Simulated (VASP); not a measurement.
A run of VASP 6.6.1 is set up as follows.

INCAR

```
PREC = Accurate ; ENCUT = 520
EDIFF = 1E-6 ; ISMEAR = 0
SIGMA = 0.02 ; LREAL = F
LASPH = T ; NELM = 60
ALGO = Normal ; ISIF = 2
LWAVE = F ; LCHARG = F
GGA = PS ; NBANDS = 35
```

The input KPOINTS:

```
Automatic mesh
0
Gamma
  6 6 8
```

Contents of POSCAR:

```
SnO2
1.0
    4.8402187491      0.0000000000      0.0000000000
    0.0000000000      4.8404374549      0.0000000000
    0.0000000000      0.0000000000      3.0834999817
Sn O
2 4
Direct
    0.5000000000      0.5000000000      0.5000000000
    0.0000000000      0.0000000000      0.0000000000
    0.3046605908      0.3047299633      0.0000000000
    0.8046605908      0.1952700367      0.5000000000
    0.1953394092      0.8047299633      0.5000000000
    0.6953394092      0.6952700367      0.0000000000
```

Potentials or basis: VASP PAW PBE potentials, release 64 (Sn_d, O).

The run is started by

```sh
$ cat potpaw_PBE.64/Sn_d/POTCAR potpaw_PBE.64/O/POTCAR > POTCAR
$ mpirun -np 1 vasp_std > vasp.out
```

Q: Predict the largest force.

A: 0.029 eV/Å.

Q: Estimate the band gap on the k mesh.

A: 1.18 eV.

Forces in eV/Å, atoms in the order of the input:
```
Sn   0.000  0.000  0.000
Sn   0.000  0.000  0.000
O   -0.020 -0.021  0.000
O   -0.020  0.021  0.000
O    0.020 -0.021  0.000
O    0.020  0.021  0.000
```

Caveat: the PAW data sets were made with another functional, which shifts forces and pressure a little; spin-orbit coupling is left out, which moves the levels of the heavy elements.
